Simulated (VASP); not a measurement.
# ZrS (Fmmm) in VASP: a series of runs, part 2 of 2

VASP 6.6.1.

## Step 3: Single point, PBEsol

The input, INCAR:

```
PREC = Accurate ; ENCUT = 520
EDIFF = 1E-6 ; ISMEAR = 0
SIGMA = 0.15 ; LREAL = F
LASPH = T ; NELM = 60
ALGO = Normal ; ISIF = 2
LWAVE = F ; LCHARG = F
GGA = PS ; NBANDS = 16
```

The input, KPOINTS:

```
Automatic mesh
0
Gamma
  16 16 16
```

The input, POSCAR:

```
ZrS
1.0
    0.0000000000      2.6867117507      2.5833766834
    2.4800416161      0.0000000000      2.5833766834
    2.4800416161      2.6867117507      0.0000000000
Zr S
1 1
Direct
    0.0000000000      0.0000000000      0.0000000000
    0.5000000000      0.5000000000      0.5000000000
```

Potentials or basis: VASP PAW PBE potentials, release 64 (Zr_sv, S).

Started as:

```bash
$ cat potpaw_PBE.64/Zr_sv/POTCAR potpaw_PBE.64/S/POTCAR > POTCAR
$ mpirun -np 1 vasp_std > vasp.out
```

OUTCAR:

```text
PREC = Accurate
   ENCUT = 520
   EDIFF = 1E-6
   ISMEAR = 0
   LREAL = F
   LASPH = T
   NELM = 60
   ISIF = 2
   GGA = PS

 ion  position               nearest neighbor table
   1  0.000  0.000  0.000-   2 2.48   2 2.48   2 2.58   2 2.58   2 2.69   2 2.69
   2  0.500  0.500  0.500-   1 2.48   1 2.48   1 2.58   1 2.58   1 2.69   1 2.69

  LATTYP: Found a face centered orthorhombic cell.
 ALAT       =     4.9600832322
 B/A-ratio  =     1.0416666667
[... 646 lines left out ...]

------------------------ aborting loop because EDIFF is reached ----------------------------------------

  FORCE on cell =-STRESS in cart. coord.  units (eV):
  Direction    XX          YY          ZZ          XY          YZ          ZX
  --------------------------------------------------------------------------------------
  -------------------------------------------------------------------------------------
  Total        3.4620842     -1.9210656     -0.0098997      0.0000000      0.0000000      0.0000000
  in kB      161.1203639    -89.4035981     -0.4607162      0.0000000      0.0000000      0.0000000
  external PRESSURE =      23.7520165 kB  Pullay stress =       0.0000000 kB

 VOLUME and BASIS-vectors are now :
 -----------------------------------------------------------------------------
  energy-cutoff  :      520.00
  volume of cell :       34.43
      direct lattice vectors                 reciprocal lattice vectors
     0.000000000  2.686711751  2.583376683    -0.201609520  0.186101095  0.193545139
     2.480041616  0.000000000  2.583376683     0.201609520 -0.186101095  0.193545139
     2.480041616  2.686711751  0.000000000     0.201609520  0.186101095 -0.193545139

 POSITION                                       TOTAL-FORCE (eV/Angst)
 -----------------------------------------------------------------------------------
      0.00000      0.00000      0.00000         0.000000     -0.000000     -0.000000
      2.48004      2.68671      2.58338         0.000000      0.000000      0.000000
 -----------------------------------------------------------------------------------
    total drift:                                0.000000      0.000000      0.000000

  FREE ENERGIE OF THE ION-ELECTRON SYSTEM (eV)
  ---------------------------------------------------
  free  energy   TOTEN  =       -16.4121742819 eV

  energy  without entropy=      -16.3981028189  energy(sigma->0) =      -16.40513855
```

OSZICAR:

```text
N       E                     dE             d eps       ncg     rms          rms(c)
DAV:   1     0.121591065934E+03    0.12159E+03   -0.96181E+03 19872   0.110E+03
DAV:   2    -0.121126304938E+02   -0.13370E+03   -0.12886E+03 25920   0.284E+02
DAV:   3    -0.172229688460E+02   -0.51103E+01   -0.50742E+01 31488   0.490E+01
DAV:   4    -0.173038652273E+02   -0.80896E-01   -0.80855E-01 24952   0.566E+00
DAV:   5    -0.173056335883E+02   -0.17684E-02   -0.17683E-02 29592   0.623E-01    0.176E+01
DAV:   6    -0.164543966911E+02    0.85124E+00   -0.17977E+00 24632   0.954E+00    0.811E+00
DAV:   7    -0.164179196943E+02    0.36477E-01   -0.20543E-01 29184   0.295E+00    0.308E+00
DAV:   8    -0.164128058138E+02    0.51139E-02   -0.28901E-02 23320   0.115E+00    0.379E-01
DAV:   9    -0.164122815934E+02    0.52422E-03   -0.41545E-03 24400   0.402E-01    0.158E-01
DAV:  10    -0.164121867517E+02    0.94842E-04   -0.48847E-04 24544   0.213E-01    0.544E-02
DAV:  11    -0.164121744949E+02    0.12257E-04   -0.54515E-05 26040   0.488E-02    0.352E-02
DAV:  12    -0.164121742819E+02    0.21304E-06   -0.25665E-06 24752   0.110E-02
   1 F= -.16412174E+02 E0= -.16405139E+02  d E =-.140715E-01
```

stdout:

```text
POSCAR found type information on POSCAR ZrS
 POSCAR found :  2 types and       2 ions
 scaLAPACK will be used
 -----------------------------------------------------------------------------
|                                                                             |
|                                                                             |
|     You enforced a specific xc type in the INCAR file but a different       |
|     I HOPE YOU KNOW WHAT YOU ARE DOING!                                     |
|                                                                             |
 -----------------------------------------------------------------------------

 LDA part: xc-table for (Slater+PW92), standard interpolation
 POSCAR, INCAR and KPOINTS ok, starting setup
 FFT: planning ... GRIDC
 FFT: planning ... GRID_SOFT
 FFT: planning ... GRID
 WAVECAR not read
 entering main loop
```

Run time: 4.3 min. Hardware: 1 thread of Intel Xeon Platinum 8259CL at 2.50GHz (Skylake/Cascade Lake), shared host; peak memory 0.43 GiB.

Results:

```yaml
Free_energy: -16.4122 eV
Pressure: 2.4 GPa
Band_gap_on_the_k_mesh: zero (bands 9 and 10 overlap by 3.01 eV)
```

Stress tensor (GPa, compression positive):
```
16.11  0.00  0.00
 0.00 -8.94  0.00
 0.00  0.00 -0.05
```

Caveat: the cell differs from its parent crystal (strain +e along x and -e along y -0.0400, strain +e along z and -e/2 along x and y +0.0000); the stress differs along the axes, from -9 to 16 GPa; the PAW data sets were made with another functional, which shifts forces and pressure a little.

## Step 4: Single point, PBEsol

The input, INCAR:

```
PREC = Accurate ; ENCUT = 520
EDIFF = 1E-6 ; ISMEAR = 0
SIGMA = 0.15 ; LREAL = False
LASPH = True ; NELM = 100
ALGO = Normal ; ISIF = 2
LWAVE = False ; LCHARG = False
GGA = PS ; NBANDS = 16
```

KPOINTS is that of step 3.

The input, POSCAR:

```
ZrS
1.0
    0.0000000000      2.5920309953      2.7040203745
    2.4540786804      0.0000000000      2.7040203745
    2.4540786804      2.5920309953      0.0000000000
Zr S
1 1
Direct
    0.0000000000      0.0000000000      0.0000000000
    0.5000000000      0.5000000000      0.5000000000
```

Started as:

```bash
$ cat potpaw_PBE.64/Zr_sv/POTCAR potpaw_PBE.64/S/POTCAR > POTCAR
$ mpirun -np 1 vasp_std > vasp.out
```

Run time: 5.8 min. Hardware: 1 thread of Intel Xeon Platinum 8259CL at 2.50GHz (Skylake/Cascade Lake), shared host; peak memory 0.43 GiB.

It converged, with:

```
Free energy            : -16.3567 eV
Pressure               : 3.5 GPa
Band gap on the k mesh : zero (bands 9 and 10 overlap by 3.05 eV)
```

Stress tensor (GPa, compression positive):
```
21.24  0.00  0.00
 0.00 -1.01  0.00
 0.00  0.00 -9.87
```

Levels at points of the mesh, in eV from the Fermi level:
```tsv
k point	band 6	band 7	band 8	band 9	band 10	band 11	band 12	band 13
(0.00, 0.00, 0.00)	-3.62	-3.52	-3.28	-1.94	-1.47	-1.06	-0.88	-0.70
(0.50, 0.00, 0.00)	-8.26	-6.21	-6.16	1.46	1.84	1.90	2.11	5.33
(0.50, 0.50, 0.00)	-6.59	-4.28	-4.13	-3.71	0.30	2.45	2.67	3.12
(0.50, 0.00, 0.50)	-6.34	-4.46	-4.30	-3.64	0.40	2.19	2.87	3.12
(0.00, 0.50, 0.50)	-5.88	-4.69	-4.69	-3.64	0.81	2.24	2.68	3.08
```

Caveat: the cell differs from its parent crystal (strain +e along x and -e along y -0.0267, strain +e along z and -e/2 along x and y +0.0467); the stress differs along the axes, from -10 to 21 GPa; the PAW data sets were made with another functional, which shifts forces and pressure a little.

## Step 5: Summary

| cell | gap on the mesh (eV) | pressure (GPa) |
| --- | --- | --- |
| a = 3.724, b = 3.628, c = 3.612 Å, angles 61.9, 59.3, 58.8°, 2 atoms | none | 1.8 |
| a = 3.727, b = 3.581, c = 3.656 Å, angles 62.0, 58.0, 60.0°, 2 atoms | none | 2.4 |
| a = 3.746, b = 3.652, c = 3.569 Å, angles 62.5, 59.8, 57.7°, 2 atoms | none | 3.5 |

Alike in all rows: task single point; level PBEsol; potentials or basis VASP PAW PBE potentials, release 64 (Zr_sv, S); no spin polarisation; k mesh 16 × 16 × 16; cutoff (eV) 520; smearing gaussian 0.15 eV.

Caveats: the PAW data sets were made with another functional, which shifts forces and pressure a little; the stress differs along the axes, from -6 to 15 GPa (at least some runs); the stress differs along the axes, from -9 to 16 GPa (at least some runs); the stress differs along the axes, from -10 to 21 GPa (at least some runs).

Absolute energies hang on the potentials; compare differences alone.
